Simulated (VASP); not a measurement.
# Hf (Fmmm) in VASP: single point with r2SCAN

Aim: the single point of Hf with r2SCAN.

Program: VASP 6.6.1. These are calculated values, not measurements. Logs are shortened: lines on timing, memory, paths and dates and some standing lists are left out, and cuts for length are marked.

## (1) The cell of the first run

It takes space group Fmmm (No. 69, orthorhombic). Conventional cell: a = 4.252 Å, b = 4.329 Å, c = 10.559 Å, α = 90.00°, β = 90.00°, γ = 90.00°. Hf (site symmetry mm2) has 9 Hf at 2.97 to 3.20 Å within 3.9 Å.

## (2) Single point, r2SCAN

The input, POSCAR:

```
Hf
1.0
    2.1646340935     -5.2794646068      0.0000000000
    2.1646340935      5.2794646068      0.0000000000
    0.0000000000      0.0000000000      4.2524159691
Hf
4
Direct
    0.1515693559      0.8484306441      0.0000025259
    0.6515693559      0.3484306441      0.4999974741
    0.8484306441      0.1515693559      0.9999974741
    0.3484306441      0.6515693559      0.5000025259
```

The input, INCAR.step1:

```
SYSTEM = Hf
PREC = Accurate ; ENCUT = 520
ISMEAR = 0 ; SIGMA = 0.1
LREAL = .False. ; LASPH = .True.
NELM = 80 ; NBANDS = 28
GGA = PE ; ALGO = Normal
EDIFF = 1E-4 ; LWAVE = .True.
LCHARG = .False.
```

The input, INCAR.step2:

```
SYSTEM = Hf
PREC = Accurate ; ENCUT = 520
EDIFF = 1E-7 ; ISMEAR = 0
SIGMA = 0.1 ; LREAL = .False.
LASPH = .True. ; NELM = 80
ALGO = Normal ; ISIF = 2
LWAVE = .False. ; LCHARG = .True.
METAGGA = R2SCAN ; LMIXTAU = .True.
LELF = .True. ; LVHAR = .True.
NBANDS = 28 ; ISTART = 1
```

The input, KPOINTS:

```
regular mesh
0
Gamma
  4 4 4
  0 0 0
```

Potentials or basis: VASP PAW PBE potentials, release 64 (Hf_pv).

The run is started by

```console
cat potpaw_PBE.64/Hf_pv/POTCAR > POTCAR
cp INCAR.step1 INCAR
mpirun -np 1 vasp_std > vasp.out
cp INCAR.step2 INCAR
mpirun -np 1 vasp_std > vasp.out
```

OUTCAR:

```text
SYSTEM = Hf
   PREC = Accurate
   ENCUT = 520
   EDIFF = 1E-7
   ISMEAR = 0
   LREAL = .False.
   LASPH = .True.
   NELM = 80
   ISIF = 2
   METAGGA = R2SCAN
   ISTART = 1

 ion  position               nearest neighbor table
   1  0.152  0.848  0.000-   4 2.97   4 2.97   3 3.00   3 3.00   2 3.03   2 3.03   2 3.03   2 3.03
                             3 3.20
   2  0.652  0.348  0.500-   3 2.97   3 2.97   4 3.00   4 3.00   1 3.03   1 3.03   1 3.03   1 3.03
                             4 3.20
   3  0.848  0.152  1.000-   2 2.97   2 2.97   1 3.00   1 3.00   4 3.03   4 3.03   4 3.03   4 3.03
                             1 3.20
   4  0.348  0.652  0.500-   1 2.97   1 2.97   2 3.00   2 3.00   3 3.03   3 3.03   3 3.03   3 3.03
                             2 3.20

  LATTYP: Found a base centered orthorhombic cell.
 ALAT       =     4.3292681870
 B/A-ratio  =     2.4389639906
 C/A-ratio  =     0.9822482197

  Lattice vectors:

 A1 = (   2.1646340935,  -5.2794646068,   0.0000000000)
 A2 = (   2.1646340935,   5.2794646068,   0.0000000000)
 A3 = (   0.0000000000,   0.0000000000,   4.2524159691)

Analysis of symmetry for initial positions (statically):
=====================================================================
 Subroutine PRICEL returns:
 Original cell was already a primitive cell.

 Routine SETGRP: Setting up the symmetry group for a
 base centered orthorhombic supercell.

 Subroutine GETGRP returns: Found  8 space group operations
 (whereof  4 operations were pure point group operations)
 out of a pool of  8 trial point group operations.

The static configuration has the point symmetry C_2h.
 The point group associated with its full space group is D_2h.

Analysis of symmetry for dynamics (positions and initial velocities):
=====================================================================
 Subroutine PRICEL returns:
 Original cell was already a primitive cell.

 Routine SETGRP: Setting up the symmetry group for a
 base centered orthorhombic supercell.

 Subroutine GETGRP returns: Found  8 space group operations
 (whereof  4 operations were pure point group operations)
 out of a pool of  8 trial point group operations.

The dynamic configuration has the point symmetry C_2h.
 The point group associated with its full space group is D_2h.

 Subroutine INISYM returns: Found  8 space group operations
 (whereof  4 operations are pure point group operations),
 and found     1 'primitive' translations

----------------------------------------------------------------------------------------

                                     Primitive cell

  volume of cell :      97.1941

  direct lattice vectors                    reciprocal lattice vectors
     2.164634094 -5.279464607  0.000000000     0.230985921 -0.094706573  0.000000000
     2.164634094  5.279464607  0.000000000     0.230985921  0.094706573  0.000000000
     0.000000000  0.000000000  4.252415969     0.000000000  0.000000000  0.235160438

  length of vectors
     5.705995732  5.705995732  4.252415969     0.249647413  0.249647413  0.235160438

  position of ions in fractional coordinates (direct lattice)
     0.151569356  0.848430644  0.000002526
     0.651569356  0.348430644  0.499997474
     0.848430644  0.151569356  0.999997474
     0.348430644  0.651569356  0.500002526

  ion indices of the primitive-cell ions
   primitive index   ion index
                 1           1
                 2           2
                 3           3
                 4           4

----------------------------------------------------------------------------------------

 KPOINTS: regular mesh

Automatic generation of k-mesh.
 Grid dimensions read from file:
 generate k-points for:    4    4    4

 Generating k-lattice:

  Cartesian coordinates                     Fractional coordinates (reciprocal lattice)
     0.057746480 -0.023676643  0.000000000     0.250000000 -0.000000000  0.000000000
     0.057746480  0.023676643  0.000000000    -0.000000000  0.250000000  0.000000000
     0.000000000  0.000000000  0.058790109     0.000000000  0.000000000  0.250000000

  Length of vectors
     0.062411853  0.062411853  0.058790109

  Shift w.r.t. Gamma in fractional coordinates (k-lattice)
     0.000000000  0.000000000  0.000000000

 Subroutine IBZKPT returns following result:
 ===========================================

 Found     21 irreducible k-points:

 Following reciprocal coordinates:
            Coordinates               Weight
  0.000000  0.000000  0.000000      1.000000
  0.250000 -0.000000  0.000000      4.000000
  0.500000 -0.000000  0.000000      2.000000
  0.250000  0.250000  0.000000      2.000000
  0.500000  0.250000  0.000000      4.000000
 -0.250000  0.250000  0.000000      2.000000
[... 13 lines left out ...]
 -0.250000  0.250000  0.500000      2.000000
  0.500000  0.500000  0.500000      1.000000
   k-points           NKPTS =     21   k-points in BZ     NKDIM =     21   number of bands    NBANDS=     28
   number of dos      NEDOS =    301   number of ions     NIONS =      4
   total plane-waves  NPLWV =  56448
   dimension x,y,z NGX =    42 NGY =   42 NGZ =   32
   dimension x,y,z NGXF=    84 NGYF=   84 NGZF=   64
   ions per type =               4
   NGX,Y,Z   is equivalent  to a cutoff of  12.24, 12.24, 12.51 a.u.
   NGXF,Y,Z  is equivalent  to a cutoff of  24.47, 24.47, 25.02 a.u.
 SYSTEM =  Hf
   PREC   = accura    normal or accurate (medium, high low for compatibility)
   ISTART =      1    job   : 0-new  1-cont  2-samecut
   ICHARG =      0    charge: 1-file 2-atom 10-const
   ISPIN  =      1    spin polarized calculation?
   LNONCOLLINEAR =      F non collinear calculations
   LSORBIT =      F    spin-orbit coupling
   LASPH  =      T    aspherical Exc in radial PAW
   ENCUT  =  520.0 eV  38.22 Ry    6.18 a.u.  10.61 10.61  7.91*2*pi/ulx,y,z
   NELM   =     80;   NELMIN=  2; NELMDL=  0     # of ELM steps
   EDIFF  = 0.1E-06   stopping-criterion for ELM
   LREAL  =      F    real-space projection
   EDIFFG = 0.1E-05   stopping-criterion for IOM
   NSW    =      0    number of steps for IOM
   IBRION =     -1    ionic relax: 0-MD 1-quasi-New 2-CG
   NFREE  =      0    steps in history (QN), initial steepest desc. (CG)
   ISIF   =      2    stress and relaxation
   ISYM   =      2    0-nonsym 1-usesym 2-fastsym
   POTIM  = 0.5000    time-step for ionic-motion
   TEBEG  =    0.0;   TEEND  =   0.0 temperature during run
   PSTRESS=    0.0 pullay stress
   NELECT =      40.0000    total number of electrons
   NUPDOWN=      -1.0000    fix difference up-down
   EMIN   =  10.00;   EMAX   =-10.00  energy-range for DOS
   EFERMI =   0.00;   METHOD = LEGACY
   ISMEAR =     0;   SIGMA  =   0.10  broadening in eV -4-tet -1-fermi 0-gaus
   EFERMI_NEDOS =   21; number of points for ismear=-14 and -15
   IALGO  =     38    algorithm
   IMIX   =      4    mixing-type and parameters
     AMIX     =   0.40;   BMIX     =  1.00
     AMIX_MAG =   1.60;   BMIX_MAG =  1.00
  volume/ion in A,a.u.               =      24.30       163.97
  Fermi-wavevector in a.u.,A,eV,Ry     =   1.217722  2.301161 20.175354  1.482847
  Thomas-Fermi vector in A             =   2.353033
   LORBIT       =      0    0 simple, 1 ext, 2 COOP (PROOUT), +10 PAW based schemes
   METAGGA = R2SCAN    functional components
   LHFCALC =     F    Hartree Fock is set to
   AEXX    =    0.0000 exact exchange contribution
   IVDW    =     0    specifies the selected vdW correction
   LEPSILON=     F    determine dielectric tensor
   LRPA    =     F    only Hartree local field effects (RPA)
 non-spin polarized calculation
 Gauss-broadening in eV      SIGMA  =   0.10
  energy-cutoff  :      520.00
  volume of cell :       97.19
 maximum number of plane-waves:      2644
   NGX = 21   NGY = 21   NGZ = 15

 number of electron      40.0000002 magnetization

 Free energy of the ion-electron system (eV)
  ---------------------------------------------------
  ext. energy  EPLUGINS =         0.00000000
  ---------------------------------------------------
  free energy    TOTEN  =      -179.30046115 eV

  energy without entropy =     -179.29603717  energy(sigma->0) =     -179.29824916

 E-fermi :   4.1113     XC(G=0): -11.6000

 val. band max:        3.9218020255   @ k =   0.2500  -0.0000   0.0000
 cond. band min:       4.1182272744   @ k =   0.5000  -0.0000   0.5000
 fundamental gap:      0.1964252488
 Fermi energy:         4.1112750713

 k-point     1 :       0.0000    0.0000    0.0000
  band No.  band energies     occupation
      1     -28.0128      2.00000
      2     -27.9960      2.00000
      3     -27.9664      2.00000
      4     -27.6083      2.00000
      5     -27.5661      2.00000
      6     -27.4884      2.00000
[... 20 lines left out ...]
     27       7.8046      0.00000
     28       8.8895      0.00000

 k-point     2 :       0.2500   -0.0000    0.0000
  band No.  band energies     occupation
      1     -27.9235      2.00000
      2     -27.9202      2.00000
      3     -27.9111      2.00000
      4     -27.6641      2.00000
      5     -27.5018      2.00000
      6     -27.4578      2.00000
[... 20 lines left out ...]
     27       6.6722      0.00000
     28       7.9842      0.00000

 k-point     3 :       0.5000   -0.0000    0.0000
  band No.  band energies     occupation
      1     -27.8343      2.00000
      2     -27.8343      2.00000
      3     -27.6923      2.00000
      4     -27.6923      2.00000
      5     -27.6134      2.00000
      6     -27.6134      2.00000
[... 20 lines left out ...]
     27       6.5792      0.00000
     28       6.5800      0.00000

 k-point     4 :       0.2500    0.2500    0.0000
  band No.  band energies     occupation
      1     -27.8821      2.00000
      2     -27.7713      2.00000
      3     -27.7019      2.00000
      4     -27.6821      2.00000
      5     -27.6547      2.00000
      6     -27.5724      2.00000
[... 20 lines left out ...]
     27       6.3907      0.00000
     28       6.5586      0.00000

 k-point     5 :       0.5000    0.2500    0.0000
  band No.  band energies     occupation
      1     -27.9483      2.00000
      2     -27.9046      2.00000
      3     -27.7846      2.00000
      4     -27.6223      2.00000
      5     -27.5188      2.00000
      6     -27.5093      2.00000
[... 20 lines left out ...]
     27       7.1666      0.00000
     28       7.8838      0.00000

 k-point     6 :      -0.2500    0.2500    0.0000
  band No.  band energies     occupation
      1     -28.0080      2.00000
      2     -28.0016      2.00000
      3     -27.8824      2.00000
      4     -27.5952      2.00000
      5     -27.5783      2.00000
      6     -27.5052      2.00000
[... 370 lines left out ...]
      5     -27.4097      2.00000
      6     -27.4097      2.00000
[... 20 lines left out ...]
     27       6.4946      0.00000
     28       6.4946      0.00000

 k-point    19 :       0.5000    0.2500    0.5000
  band No.  band energies     occupation
      1     -27.9539      2.00000
      2     -27.9539      2.00000
      3     -27.9114      2.00000
      4     -27.9114      2.00000
      5     -27.4186      2.00000
      6     -27.4186      2.00000
[... 20 lines left out ...]
     27       6.4776      0.00000
     28       6.4776      0.00000

 k-point    20 :      -0.2500    0.2500    0.5000
  band No.  band energies     occupation
      1     -27.8416      2.00000
      2     -27.8416      2.00000
      3     -27.6822      2.00000
      4     -27.6822      2.00000
      5     -27.6374      2.00000
      6     -27.6374      2.00000
[... 20 lines left out ...]
     27       6.5287      0.00000
     28       6.5287      0.00000

 k-point    21 :       0.5000    0.5000    0.5000
  band No.  band energies     occupation
      1     -27.7802      2.00000
      2     -27.7802      2.00000
      3     -27.6919      2.00000
      4     -27.6919      2.00000
      5     -27.6817      2.00000
      6     -27.6817      2.00000
[... 20 lines left out ...]
     27       6.4988      0.00000
     28       6.4988      0.00000

------------------------ aborting loop because EDIFF is reached ----------------------------------------

  FORCE on cell =-STRESS in cart. coord.  units (eV):
  Direction    XX          YY          ZZ          XY          YZ          ZX
  --------------------------------------------------------------------------------------
  -------------------------------------------------------------------------------------
  Total       -0.3221471     -0.3194503     -0.3127758      0.0000000     -0.0000000      0.0000000
  in kB       -5.3103696     -5.2659140     -5.1558900      0.0000000     -0.0000000      0.0000000
  external PRESSURE =      -5.2440578 kB  Pullay stress =       0.0000000 kB

 VOLUME and BASIS-vectors are now :
 -----------------------------------------------------------------------------
  energy-cutoff  :      520.00
  volume of cell :       97.19
      direct lattice vectors                 reciprocal lattice vectors
     2.164634094 -5.279464607  0.000000000     0.230985921 -0.094706573  0.000000000
     2.164634094  5.279464607  0.000000000     0.230985921  0.094706573  0.000000000
     0.000000000  0.000000000  4.252415969     0.000000000  0.000000000  0.235160438

 POSITION                                       TOTAL-FORCE (eV/Angst)
 -----------------------------------------------------------------------------------
      2.16463      3.67905      0.00001         0.000000     -0.075617     -0.000191
      2.16463     -1.60041      2.12620         0.000000     -0.075617      0.000191
      2.16463     -3.67905      4.25241         0.000000      0.075617      0.000191
      2.16463      1.60041      2.12622         0.000000      0.075617     -0.000191
 -----------------------------------------------------------------------------------
    total drift:                               -0.000000      0.000000      0.000000

  FREE ENERGIE OF THE ION-ELECTRON SYSTEM (eV)
  ---------------------------------------------------
  free  energy   TOTEN  =      -179.3004611547 eV

  energy  without entropy=     -179.2960371710  energy(sigma->0) =     -179.29824916
```

Run time: 2.1 min. Hardware: 1 thread of Intel Xeon 6975P-C (Granite Rapids), shared host; peak memory 0.25 GiB.

What came out:

```
Free energy            : -179.3005 eV
Pressure               : -0.5 GPa
Largest force          : 0.076 eV/Å
Band gap on the k mesh : zero (bands 20 and 21 overlap by 0.83 eV)
```

Forces in eV/Å, atoms in the order of the input:
```
Hf   0.000 -0.076  0.000
Hf   0.000 -0.076  0.000
Hf   0.000  0.076  0.000
Hf   0.000  0.076  0.000
```

Levels at points of the mesh, in eV from the Fermi level:
```csv
k point,band 17,band 18,band 19,band 20,band 21,band 22,band 23,band 24
"(0.00, 0.00, 0.00)",-1.92,-1.82,-1.05,-0.48,0.10,0.80,1.74,2.87
"(0.50, 0.00, 0.00)",-1.07,-1.07,-0.73,-0.73,0.90,0.90,0.90,0.90
"(0.50, 0.50, 0.00)",-2.14,-1.99,-1.93,-0.94,0.52,1.01,1.80,2.16
"(0.00, 0.00, 0.50)",-0.99,-0.99,-0.76,-0.76,0.94,0.94,1.67,1.67
"(0.50, 0.00, 0.50)",-1.25,-1.25,0.01,0.01,0.77,0.77,1.42,1.42
"(0.50, 0.50, 0.50)",-1.34,-1.34,-0.90,-0.90,0.71,0.71,0.99,0.99
```

Caveat: the k points lie up to 0.39 Å⁻¹ apart, too coarse for converged energies and pressures of a metal; the PAW data sets were made with another functional, which shifts forces and pressure a little; spin-orbit coupling is left out, which moves the levels of the heavy elements.

The gap in the log of VASP goes by the Fermi energy; the results here count the filled bands.